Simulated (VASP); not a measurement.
# S (R-3) in VASP: single point with PBE

Aim: the single point of S with PBE.

All numbers are computed with VASP 6.6.1; they aren't measurements. Logs are shortened: lines on timing, memory, paths and dates and some standing lists are left out, and cuts for length are marked.

## 1. The cell of the first run

Symmetry: R-3, No. 148, trigonal system. Conventional cell: a = 10.766 Å, b = 10.766 Å, c = 4.225 Å, α = 90.00°, β = 90.00°, γ = 120.00°. Within 2.8 Å of S (site symmetry 1) lie 2 S at 2.08 Å.

## 2. Single point, PBE

File INCAR:

```
SYSTEM = S
PREC = Accurate
ENCUT = 520
EDIFF = 1E-6
ISMEAR = -1
SIGMA = 0.05
LREAL = .False.
LASPH = .True.
NELM = 60
ALGO = Normal
ISIF = 2
LWAVE = .False.
LCHARG = .False.
GGA = PE
NBANDS = 27
```

File KPOINTS:

```
regular mesh
0
Gamma
  7 7 7
  0 0 0
```

File POSCAR:

```
S
1.0
    5.3830001089      3.1078765619      1.4083300000
   -5.3830001089      3.1078765619      1.4083300000
    0.0000000000     -6.2157531238      1.4083300000
S
6
Direct
    0.5859962701      0.3526479663      0.2445193488
    0.2445193488      0.5859962701      0.3526479663
    0.3526479663      0.2445193488      0.5859962701
    0.4140037299      0.6473520337      0.7554806512
    0.7554806512      0.4140037299      0.6473520337
    0.6473520337      0.7554806512      0.4140037299
```

Potentials or basis: VASP PAW PBE potentials, release 64 (S).

Started as:

```
$ cat potpaw_PBE.64/S/POTCAR > POTCAR
$ mpirun -np 1 vasp_std > vasp.out
```

OUTCAR:

```text
SYSTEM = S
   PREC = Accurate
   ENCUT = 520
   EDIFF = 1E-6
   ISMEAR = -1
   LREAL = .False.
   LASPH = .True.
   NELM = 60
   ISIF = 2
   GGA = PE

 ion  position               nearest neighbor table
   1  0.586  0.353  0.245-   5 2.08   6 2.08
   2  0.245  0.586  0.353-   4 2.08   6 2.08
   3  0.353  0.245  0.586-   5 2.08   4 2.08
   4  0.414  0.647  0.755-   2 2.08   3 2.08
   5  0.755  0.414  0.647-   1 2.08   3 2.08
   6  0.647  0.755  0.414-   2 2.08   1 2.08

  LATTYP: Found a trigonal (rhomboedric) cell.
 ALAT       =     6.3733021492
 COS(alpha) =    -0.4267561602

  Lattice vectors:

 A1 = (   5.3830001089,   3.1078765619,   1.4083300000)
 A2 = (  -5.3830001089,   3.1078765619,   1.4083300000)
 A3 = (   0.0000000000,  -6.2157531238,   1.4083300000)

Analysis of symmetry for initial positions (statically):
=====================================================================
 Subroutine PRICEL returns:
 Original cell was already a primitive cell.

 Routine SETGRP: Setting up the symmetry group for a
 trigonal (rhombohedral) supercell.

 Subroutine GETGRP returns: Found  6 space group operations
 (whereof  6 operations were pure point group operations)
 out of a pool of 12 trial point group operations.

The static configuration has the point symmetry S_6 .

Analysis of symmetry for dynamics (positions and initial velocities):
=====================================================================
 Subroutine PRICEL returns:
 Original cell was already a primitive cell.

 Routine SETGRP: Setting up the symmetry group for a
 trigonal (rhombohedral) supercell.

 Subroutine GETGRP returns: Found  6 space group operations
 (whereof  6 operations were pure point group operations)
 out of a pool of 12 trial point group operations.

The dynamic configuration has the point symmetry S_6 .

 Subroutine INISYM returns: Found  6 space group operations
 (whereof  6 operations are pure point group operations),
 and found     1 'primitive' translations

----------------------------------------------------------------------------------------

                                     Primitive cell

  volume of cell :     141.3656

  direct lattice vectors                    reciprocal lattice vectors
     5.383000109  3.107876562  1.408330000     0.092885006  0.053627183  0.236686951
    -5.383000109  3.107876562  1.408330000    -0.092885006  0.053627183  0.236686951
     0.000000000 -6.215753124  1.408330000     0.000000000 -0.107254367  0.236686951

  length of vectors
     6.373302149  6.373302149  6.373302149     0.259854213  0.259854213  0.259854213

  position of ions in fractional coordinates (direct lattice)
     0.585996270  0.352647966  0.244519349
     0.244519349  0.585996270  0.352647966
     0.352647966  0.244519349  0.585996270
     0.414003730  0.647352034  0.755480651
     0.755480651  0.414003730  0.647352034
     0.647352034  0.755480651  0.414003730

  ion indices of the primitive-cell ions
   primitive index   ion index
                 1           1
                 2           2
                 3           3
                 4           4
                 5           5
                 6           6

----------------------------------------------------------------------------------------

 KPOINTS: regular mesh

Automatic generation of k-mesh.
 Grid dimensions read from file:
 generate k-points for:    7    7    7

 Generating k-lattice:

  Cartesian coordinates                     Fractional coordinates (reciprocal lattice)
     0.013269287  0.007661026  0.033812422     0.142857143  0.000000000 -0.000000000
    -0.013269287  0.007661026  0.033812422     0.000000000  0.142857143 -0.000000000
     0.000000000 -0.015322052  0.033812422    -0.000000000 -0.000000000  0.142857143

  Length of vectors
     0.037122030  0.037122030  0.037122030

  Shift w.r.t. Gamma in fractional coordinates (k-lattice)
     0.000000000  0.000000000  0.000000000

 Subroutine IBZKPT returns following result:
 ===========================================

 Found     60 irreducible k-points:

 Following reciprocal coordinates:
            Coordinates               Weight
  0.000000  0.000000  0.000000      1.000000
  0.142857 -0.000000  0.000000      6.000000
  0.285714 -0.000000 -0.000000      6.000000
  0.428571 -0.000000  0.000000      6.000000
  0.142857  0.142857  0.000000      6.000000
  0.285714  0.142857  0.000000      6.000000
[... 16 lines left out ...]
  0.142857  0.142857  0.142857      2.000000
  0.285714  0.142857  0.142857      6.000000
 [... further k-points ...]
   k-points           NKPTS =     60   k-points in BZ     NKDIM =     60   number of bands    NBANDS=     27
   number of dos      NEDOS =    301   number of ions     NIONS =      6
   total plane-waves  NPLWV = 110592
   dimension x,y,z NGX =    48 NGY =   48 NGZ =   48
   dimension x,y,z NGXF=    96 NGYF=   96 NGZF=   96
   ions per type =               6
   NGX,Y,Z   is equivalent  to a cutoff of  12.52, 12.52, 12.52 a.u.
   NGXF,Y,Z  is equivalent  to a cutoff of  25.04, 25.04, 25.04 a.u.
 SYSTEM =  S
   PREC   = accura    normal or accurate (medium, high low for compatibility)
   ISTART =      0    job   : 0-new  1-cont  2-samecut
   ICHARG =      2    charge: 1-file 2-atom 10-const
   ISPIN  =      1    spin polarized calculation?
   LNONCOLLINEAR =      F non collinear calculations
   LSORBIT =      F    spin-orbit coupling
   LASPH  =      T    aspherical Exc in radial PAW
   ENCUT  =  520.0 eV  38.22 Ry    6.18 a.u.  11.85 11.85 11.85*2*pi/ulx,y,z
   NELM   =     60;   NELMIN=  2; NELMDL= -5     # of ELM steps
   EDIFF  = 0.1E-05   stopping-criterion for ELM
   LREAL  =      F    real-space projection
   EDIFFG = 0.1E-04   stopping-criterion for IOM
   NSW    =      0    number of steps for IOM
   IBRION =     -1    ionic relax: 0-MD 1-quasi-New 2-CG
   NFREE  =      0    steps in history (QN), initial steepest desc. (CG)
   ISIF   =      2    stress and relaxation
   ISYM   =      2    0-nonsym 1-usesym 2-fastsym
   POTIM  = 0.5000    time-step for ionic-motion
   TEBEG  =    0.0;   TEEND  =   0.0 temperature during run
   PSTRESS=    0.0 pullay stress
   NELECT =      36.0000    total number of electrons
   NUPDOWN=      -1.0000    fix difference up-down
   EMIN   =  10.00;   EMAX   =-10.00  energy-range for DOS
   EFERMI =   0.00;   METHOD = LEGACY
   ISMEAR =    -1;   SIGMA  =   0.05  broadening in eV -4-tet -1-fermi 0-gaus
   EFERMI_NEDOS =   21; number of points for ismear=-14 and -15
   IALGO  =     38    algorithm
   IMIX   =      4    mixing-type and parameters
     AMIX     =   0.40;   BMIX     =  1.00
     AMIX_MAG =   1.60;   BMIX_MAG =  1.00
  volume/ion in A,a.u.               =      23.56       159.00
  Fermi-wavevector in a.u.,A,eV,Ry     =   1.037674  1.960920 14.650317  1.076768
  Thomas-Fermi vector in A             =   2.172123
   LORBIT       =      0    0 simple, 1 ext, 2 COOP (PROOUT), +10 PAW based schemes
   GGA     = PE    functional components
   LHFCALC =     F    Hartree Fock is set to
   AEXX    =    0.0000 exact exchange contribution
   IVDW    =     0    specifies the selected vdW correction
   LEPSILON=     F    determine dielectric tensor
   LRPA    =     F    only Hartree local field effects (RPA)
 non-spin polarized calculation
  energy-cutoff  :      520.00
  volume of cell :      141.37
 maximum number of plane-waves:      3825
   NGX = 23   NGY = 23   NGZ = 23

 number of electron      36.0000003 magnetization

 Free energy of the ion-electron system (eV)
  ---------------------------------------------------
  ext. energy  EPLUGINS =         0.00000000
  ---------------------------------------------------
  free energy    TOTEN  =       -24.25185093 eV

  energy without entropy =      -24.25185093  energy(sigma->0) =      -24.25185093

 E-fermi :   3.8453     XC(G=0):  -8.7055

 val. band max:        2.8772017344   @ k =  -0.4286   0.4286   0.4286
 cond. band min:       4.8255394303   @ k =   0.2857  -0.1429  -0.2857
 fundamental gap:      1.9483376959
 Fermi energy:         3.8453212266

 k-point     1 :       0.0000    0.0000    0.0000
  band No.  band energies     occupation
      1     -13.8052      2.00000
      2     -11.8607      2.00000
      3     -11.8607      2.00000
      4      -8.7687      2.00000
      5      -8.7687      2.00000
      6      -6.0104      2.00000
[... 19 lines left out ...]
     26       9.8525      0.00000
     27       9.8527      0.00000

 k-point     2 :       0.1429   -0.0000    0.0000
  band No.  band energies     occupation
      1     -13.7647      2.00000
      2     -11.8838      2.00000
      3     -11.8588      2.00000
      4      -8.7603      2.00000
      5      -8.7137      2.00000
      6      -6.0593      2.00000
[... 19 lines left out ...]
     26       9.7327      0.00000
     27      10.0002      0.00000

 k-point     3 :       0.2857   -0.0000   -0.0000
  band No.  band energies     occupation
      1     -13.6686      2.00000
      2     -11.9382      2.00000
      3     -11.8546      2.00000
      4      -8.7411      2.00000
      5      -8.5868      2.00000
      6      -6.1912      2.00000
[... 19 lines left out ...]
     26       9.8107      0.00000
     27      10.2038      0.00000

 k-point     4 :       0.4286   -0.0000    0.0000
  band No.  band energies     occupation
      1     -13.5853      2.00000
      2     -11.9855      2.00000
      3     -11.8513      2.00000
      4      -8.7253      2.00000
      5      -8.4809      2.00000
      6      -6.3160      2.00000
[... 19 lines left out ...]
     26      10.3658      0.00000
     27      10.8443      0.00000
[... 516 lines left out ...]
      4      -8.8525      2.00000
      5      -8.4171      2.00000
      6      -5.7822      2.00000
[... 19 lines left out ...]
     26       9.3270      0.00000
     27      10.1933      0.00000

 k-point    23 :       0.1429    0.1429    0.1429
  band No.  band energies     occupation
      1     -13.6170      2.00000
      2     -11.8853      2.00000
      3     -11.8853      2.00000
      4      -8.6101      2.00000
      5      -8.6101      2.00000
      6      -6.3811      2.00000
[... 19 lines left out ...]
     26      10.5594      0.00000
     27      10.5826      0.00000

 k-point    24 :       0.2857    0.1429    0.1429
  band No.  band energies     occupation
      1     -13.5636      2.00000
      2     -11.9804      2.00000
      3     -11.9147      2.00000
      4      -8.6216      2.00000
      5      -8.5071      2.00000
      6      -6.3739      2.00000
[... 19 lines left out ...]
     26      10.4156      0.00000
     27      10.9404      0.00000

 [... further k-points ...]

------------------------ aborting loop because EDIFF is reached ----------------------------------------

  FORCE on cell =-STRESS in cart. coord.  units (eV):
  Direction    XX          YY          ZZ          XY          YZ          ZX
  --------------------------------------------------------------------------------------
  -------------------------------------------------------------------------------------
  Total        0.5537679      0.5537679      1.2797327     -0.0000001     -0.0000000      0.0000000
  in kB        6.2761680      6.2761680     14.5039405     -0.0000013     -0.0000000      0.0000000
  external PRESSURE =       9.0187589 kB  Pullay stress =       0.0000000 kB

 VOLUME and BASIS-vectors are now :
 -----------------------------------------------------------------------------
  energy-cutoff  :      520.00
  volume of cell :      141.37
      direct lattice vectors                 reciprocal lattice vectors
     5.383000109  3.107876562  1.408330000     0.092885006  0.053627183  0.236686951
    -5.383000109  3.107876562  1.408330000    -0.092885006  0.053627183  0.236686951
     0.000000000 -6.215753124  1.408330000     0.000000000 -0.107254367  0.236686951

 POSITION                                       TOTAL-FORCE (eV/Angst)
 -----------------------------------------------------------------------------------
      1.25611      1.39732      1.66628        -0.069553     -0.073287      0.087223
     -1.83817      0.38917      1.66628         0.098245     -0.023591      0.087223
      0.58206     -1.78649      1.66628        -0.028692      0.096878      0.087223
     -1.25611     -1.39732      2.55871         0.069553      0.073287     -0.087223
      1.83817     -0.38917      2.55871        -0.098245      0.023591     -0.087223
     -0.58206      1.78649      2.55871         0.028692     -0.096878     -0.087223
 -----------------------------------------------------------------------------------
    total drift:                               -0.000000      0.000000     -0.000000

  FREE ENERGIE OF THE ION-ELECTRON SYSTEM (eV)
  ---------------------------------------------------
  free  energy   TOTEN  =       -24.2518509341 eV

  energy  without entropy=      -24.2518509329  energy(sigma->0) =      -24.25185093
```

Wall time 7.5 min (1 thread of AMD EPYC 7R13, shared host); peak memory 0.36 GiB.

Results:

```
Free energy            : -24.2519 eV
Pressure               : 0.9 GPa
Largest force          : 0.133 eV/Å
Band gap on the k mesh : 1.95 eV (least direct gap 2.05 eV)
```

Forces in eV/Å, atoms in the order of the input:
```
S   -0.070 -0.073  0.087
S    0.098 -0.024  0.087
S   -0.029  0.097  0.087
S    0.070  0.073 -0.087
S   -0.098  0.024 -0.087
S    0.029 -0.097 -0.087
```

Caveat: this functional lacks dispersion, which holds the molecules together, so the pressure and a relaxed volume are unreliable; an odd mesh through Γ misses points on the zone boundary, where band edges can lie.
